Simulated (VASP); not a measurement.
# TePb (Fm-3m) in VASP: single point with PBE

Aim: the single point of TePb with PBE.

Program: VASP 6.6.1. These are calculated values, not measurements. Logs are shortened: lines on timing, memory, paths and dates and some standing lists are left out, and cuts for length are marked.

## Step 1: The cell of the first run

Symmetry: Fm-3m, No. 225, cubic system. Conventional cell: a = 6.570 Å, b = 6.570 Å, c = 6.570 Å, α = 90.00°, β = 90.00°, γ = 90.00°. Within 4.3 Å of Te (site symmetry m-3m) lie 6 Pb at 3.28 Å. Pb (site symmetry m-3m) has 6 Te at 3.28 Å within 4.3 Å.

## Step 2: Single point, PBE

INCAR reads:

```
ALGO = Normal ; EDIFF = 1E-7
ENCUT = 520 ; GGA = PE
ISIF = 2 ; ISMEAR = 0
LASPH = T ; LCHARG = T
LELF = T ; LREAL = F
LVHAR = T ; LWAVE = F
NBANDS = 17 ; NELM = 100
PREC = Accurate ; SIGMA = 0.02
```

KPOINTS reads:

```
k-points
0
Gamma
  6 6 6
```

POSCAR reads:

```
TePb
1.0
    0.0000000000      3.2847785971      3.2847785971
    3.2847785971      0.0000000000      3.2847785971
    3.2847785971      3.2847785971      0.0000000000
Te Pb
1 1
Direct
    0.0000000000      0.0000000000      0.0000000000
    0.5000000000      0.5000000000      0.5000000000
```

Potentials or basis: VASP PAW PBE potentials, release 64 (Te, Pb_d).

Run with:

```sh
$ cat potpaw_PBE.64/Te/POTCAR potpaw_PBE.64/Pb_d/POTCAR > POTCAR
$ mpirun -np 1 vasp_std > vasp.out
```

OUTCAR:

```text
EDIFF = 1E-7
   ENCUT = 520
   GGA = PE
   ISIF = 2
   ISMEAR = 0
   LASPH = T
   LREAL = F
   NELM = 100
   PREC = Accurate

 ion  position               nearest neighbor table
   1  0.000  0.000  0.000-   2 3.28   2 3.28   2 3.28   2 3.28   2 3.28   2 3.28
   2  0.500  0.500  0.500-   1 3.28   1 3.28   1 3.28   1 3.28   1 3.28   1 3.28

  LATTYP: Found a face centered cubic cell.
 ALAT       =     6.5695571942

  Lattice vectors:

 A1 = (   0.0000000000,   3.2847785971,   3.2847785971)
 A2 = (   3.2847785971,   0.0000000000,   3.2847785971)
 A3 = (   3.2847785971,   3.2847785971,   0.0000000000)

Analysis of symmetry for initial positions (statically):
=====================================================================
 Subroutine PRICEL returns:
 Original cell was already a primitive cell.

 Routine SETGRP: Setting up the symmetry group for a
 face centered cubic supercell.

 Subroutine GETGRP returns: Found 48 space group operations
 (whereof 48 operations were pure point group operations)
 out of a pool of 48 trial point group operations.

The static configuration has the point symmetry O_h .

Analysis of symmetry for dynamics (positions and initial velocities):
=====================================================================
 Subroutine PRICEL returns:
 Original cell was already a primitive cell.

 Routine SETGRP: Setting up the symmetry group for a
 face centered cubic supercell.

 Subroutine GETGRP returns: Found 48 space group operations
 (whereof 48 operations were pure point group operations)
 out of a pool of 48 trial point group operations.

The dynamic configuration has the point symmetry O_h .

 Subroutine INISYM returns: Found 48 space group operations
 (whereof 48 operations are pure point group operations),
 and found     1 'primitive' translations

----------------------------------------------------------------------------------------

                                     Primitive cell

  volume of cell :      70.8840

  direct lattice vectors                    reciprocal lattice vectors
     0.000000000  3.284778597  3.284778597    -0.152217261  0.152217261  0.152217261
     3.284778597  0.000000000  3.284778597     0.152217261 -0.152217261  0.152217261
     3.284778597  3.284778597  0.000000000     0.152217261  0.152217261 -0.152217261

  length of vectors
     4.645378441  4.645378441  4.645378441     0.263648029  0.263648029  0.263648029

  position of ions in fractional coordinates (direct lattice)
     0.000000000  0.000000000  0.000000000
     0.500000000  0.500000000  0.500000000

  ion indices of the primitive-cell ions
   primitive index   ion index
                 1           1
                 2           2

----------------------------------------------------------------------------------------

 KPOINTS: k-points

Automatic generation of k-mesh.
 Grid dimensions read from file:
 generate k-points for:    6    6    6

 Generating k-lattice:

  Cartesian coordinates                     Fractional coordinates (reciprocal lattice)
    -0.025369543  0.025369543  0.025369543     0.166666667  0.000000000  0.000000000
     0.025369543 -0.025369543  0.025369543     0.000000000  0.166666667  0.000000000
     0.025369543  0.025369543 -0.025369543     0.000000000  0.000000000  0.166666667

  Length of vectors
     0.043941338  0.043941338  0.043941338

  Shift w.r.t. Gamma in fractional coordinates (k-lattice)
     0.000000000  0.000000000  0.000000000

 Subroutine IBZKPT returns following result:
 ===========================================

 Found     16 irreducible k-points:

 Following reciprocal coordinates:
            Coordinates               Weight
  0.000000  0.000000  0.000000      1.000000
  0.166667  0.000000  0.000000      8.000000
  0.333333  0.000000  0.000000      8.000000
  0.500000  0.000000  0.000000      4.000000
  0.166667  0.166667  0.000000      6.000000
  0.333333  0.166667  0.000000     24.000000
[... 8 lines left out ...]
 -0.333333  0.333333  0.166667     24.000000
 -0.333333  0.500000  0.166667     12.000000
   k-points           NKPTS =     16   k-points in BZ     NKDIM =     16   number of bands    NBANDS=     17
   number of dos      NEDOS =    301   number of ions     NIONS =      2
   total plane-waves  NPLWV =  46656
   dimension x,y,z NGX =    36 NGY =   36 NGZ =   36
   dimension x,y,z NGXF=    72 NGYF=   72 NGZF=   72
   ions per type =               1   1
   NGX,Y,Z   is equivalent  to a cutoff of  12.88, 12.88, 12.88 a.u.
   NGXF,Y,Z  is equivalent  to a cutoff of  25.77, 25.77, 25.77 a.u.
 SYSTEM =  unknown system
   PREC   = accura    normal or accurate (medium, high low for compatibility)
   ISTART =      0    job   : 0-new  1-cont  2-samecut
   ICHARG =      2    charge: 1-file 2-atom 10-const
   ISPIN  =      1    spin polarized calculation?
   LNONCOLLINEAR =      F non collinear calculations
   LSORBIT =      F    spin-orbit coupling
   LASPH  =      T    aspherical Exc in radial PAW
   ENCUT  =  520.0 eV  38.22 Ry    6.18 a.u.   8.64  8.64  8.64*2*pi/ulx,y,z
   NELM   =    100;   NELMIN=  2; NELMDL= -5     # of ELM steps
   EDIFF  = 0.1E-06   stopping-criterion for ELM
   LREAL  =      F    real-space projection
   EDIFFG = 0.1E-05   stopping-criterion for IOM
   NSW    =      0    number of steps for IOM
   IBRION =     -1    ionic relax: 0-MD 1-quasi-New 2-CG
   NFREE  =      0    steps in history (QN), initial steepest desc. (CG)
   ISIF   =      2    stress and relaxation
   ISYM   =      2    0-nonsym 1-usesym 2-fastsym
   POTIM  = 0.5000    time-step for ionic-motion
   TEBEG  =    0.0;   TEEND  =   0.0 temperature during run
   PSTRESS=    0.0 pullay stress
   NELECT =      20.0000    total number of electrons
   NUPDOWN=      -1.0000    fix difference up-down
   EMIN   =  10.00;   EMAX   =-10.00  energy-range for DOS
   EFERMI =   0.00;   METHOD = LEGACY
   ISMEAR =     0;   SIGMA  =   0.02  broadening in eV -4-tet -1-fermi 0-gaus
   EFERMI_NEDOS =   21; number of points for ismear=-14 and -15
   IALGO  =     38    algorithm
   IMIX   =      4    mixing-type and parameters
     AMIX     =   0.40;   BMIX     =  1.00
     AMIX_MAG =   1.60;   BMIX_MAG =  1.00
  volume/ion in A,a.u.               =      35.44       239.17
  Fermi-wavevector in a.u.,A,eV,Ry     =   1.073747  2.029088 15.686608  1.152933
  Thomas-Fermi vector in A             =   2.209556
   LORBIT       =      0    0 simple, 1 ext, 2 COOP (PROOUT), +10 PAW based schemes
   GGA     = PE    functional components
   LHFCALC =     F    Hartree Fock is set to
   AEXX    =    0.0000 exact exchange contribution
   IVDW    =     0    specifies the selected vdW correction
   LEPSILON=     F    determine dielectric tensor
   LRPA    =     F    only Hartree local field effects (RPA)
 non-spin polarized calculation
 Gauss-broadening in eV      SIGMA  =   0.02
  energy-cutoff  :      520.00
  volume of cell :       70.88
 maximum number of plane-waves:      1932
 NGX is ok and might be reduce to    36
   NGX = 17   NGY = 17   NGZ = 17

 number of electron      19.9999999 magnetization

 Free energy of the ion-electron system (eV)
  ---------------------------------------------------
  ext. energy  EPLUGINS =         0.00000000
  ---------------------------------------------------
  free energy    TOTEN  =        -7.52388537 eV

  energy without entropy =       -7.52388537  energy(sigma->0) =       -7.52388537

 E-fermi :   5.1530     XC(G=0):  -9.0793

 val. band max:        4.9931517669   @ k =   0.5000   0.0000   0.0000
 cond. band min:       5.8254311353   @ k =   0.5000   0.0000   0.0000
 fundamental gap:      0.8322793684
 Fermi energy:         5.1529501990

 k-point     1 :       0.0000    0.0000    0.0000
  band No.  band energies     occupation
      1     -11.6501      2.00000
      2     -11.6501      2.00000
      3     -11.6445      2.00000
      4     -11.6445      2.00000
      5     -11.6445      2.00000
      6      -6.6198      2.00000
[... 9 lines left out ...]
     16      10.9082      0.00000
     17      12.4035      0.00000

 k-point     2 :       0.1667    0.0000    0.0000
  band No.  band energies     occupation
      1     -11.6527      2.00000
      2     -11.6527      2.00000
      3     -11.6438      2.00000
      4     -11.6412      2.00000
      5     -11.6412      2.00000
      6      -6.4000      2.00000
[... 9 lines left out ...]
     16      11.3952      0.00000
     17      13.8769      0.00000

 k-point     3 :       0.3333    0.0000    0.0000
  band No.  band energies     occupation
      1     -11.6587      2.00000
      2     -11.6587      2.00000
      3     -11.6427      2.00000
      4     -11.6339      2.00000
      5     -11.6339      2.00000
      6      -5.8058      2.00000
[... 9 lines left out ...]
     16      12.7104      0.00000
     17      15.7489      0.00000

 k-point     4 :       0.5000    0.0000    0.0000
  band No.  band energies     occupation
      1     -11.6618      2.00000
      2     -11.6618      2.00000
      3     -11.6422      2.00000
      4     -11.6302      2.00000
      5     -11.6302      2.00000
      6      -5.3113      2.00000
[... 9 lines left out ...]
     16      14.2561      0.00000
     17      14.2561      0.00000
[... 183 lines left out ...]
      1     -11.6753      2.00000
      2     -11.6513      2.00000
      3     -11.6442      2.00000
      4     -11.6318      2.00000
      5     -11.6292      2.00000
      6      -5.3906      2.00000
[... 9 lines left out ...]
     16      14.0678      0.00000
     17      14.4793      0.00000

 k-point    15 :      -0.3333    0.3333    0.1667
  band No.  band energies     occupation
      1     -11.6776      2.00000
      2     -11.6535      2.00000
      3     -11.6384      2.00000
      4     -11.6366      2.00000
      5     -11.6262      2.00000
      6      -5.0601      2.00000
[... 9 lines left out ...]
     16      15.2331      0.00000
     17      15.3769      0.00000

 k-point    16 :      -0.3333    0.5000    0.1667
  band No.  band energies     occupation
      1     -11.6874      2.00000
      2     -11.6478      2.00000
      3     -11.6454      2.00000
      4     -11.6310      2.00000
      5     -11.6234      2.00000
      6      -5.0070      2.00000
[... 9 lines left out ...]
     16      15.5274      0.00000
     17      16.4118      0.00000

------------------------ aborting loop because EDIFF is reached ----------------------------------------

  FORCE on cell =-STRESS in cart. coord.  units (eV):
  Direction    XX          YY          ZZ          XY          YZ          ZX
  --------------------------------------------------------------------------------------
  -------------------------------------------------------------------------------------
  Total       -0.0180009     -0.0180009     -0.0180009      0.0000000      0.0000000      0.0000000
  in kB       -0.4068706     -0.4068706     -0.4068706      0.0000000      0.0000000      0.0000000
  external PRESSURE =      -0.4068706 kB  Pullay stress =       0.0000000 kB

 VOLUME and BASIS-vectors are now :
 -----------------------------------------------------------------------------
  energy-cutoff  :      520.00
  volume of cell :       70.88
      direct lattice vectors                 reciprocal lattice vectors
     0.000000000  3.284778597  3.284778597    -0.152217261  0.152217261  0.152217261
     3.284778597  0.000000000  3.284778597     0.152217261 -0.152217261  0.152217261
     3.284778597  3.284778597  0.000000000     0.152217261  0.152217261 -0.152217261

 POSITION                                       TOTAL-FORCE (eV/Angst)
 -----------------------------------------------------------------------------------
      0.00000      0.00000      0.00000         0.000000     -0.000000      0.000000
      3.28478      3.28478      3.28478        -0.000000      0.000000     -0.000000
 -----------------------------------------------------------------------------------
    total drift:                                0.000000      0.000000      0.000000

  FREE ENERGIE OF THE ION-ELECTRON SYSTEM (eV)
  ---------------------------------------------------
  free  energy   TOTEN  =        -7.5238853658 eV

  energy  without entropy=       -7.5238853658  energy(sigma->0) =       -7.52388537
```

Wall time 59 s (1 thread of Intel Xeon 6975P-C, shared host); peak memory 0.2 GiB.

What came out:

```
Free energy            : -7.5239 eV
Pressure               : 0.0 GPa
Band gap on the k mesh : 0.83 eV, direct
```

Levels at points of the mesh, in eV from the valence-band top:
| k point | band 7 | band 8 | band 9 | band 10 | band 11 | band 12 | band 13 | band 14 |
| --- | --- | --- | --- | --- | --- | --- | --- | --- |
| (0.00, 0.00, 0.00) | -5.71 | -1.15 | -1.15 | -1.15 | 4.03 | 4.03 | 4.03 | 5.92 |
| (0.50, 0.00, 0.00) | -8.33 | -0.73 | -0.73 | 0.00 | 0.83 | 1.40 | 1.40 | 8.34 |
| (0.50, 0.50, 0.00) | -7.22 | -4.11 | -2.51 | -2.51 | 3.51 | 5.30 | 5.30 | 6.43 |

Caveat: spin-orbit coupling is left out, which moves the levels of the heavy elements.
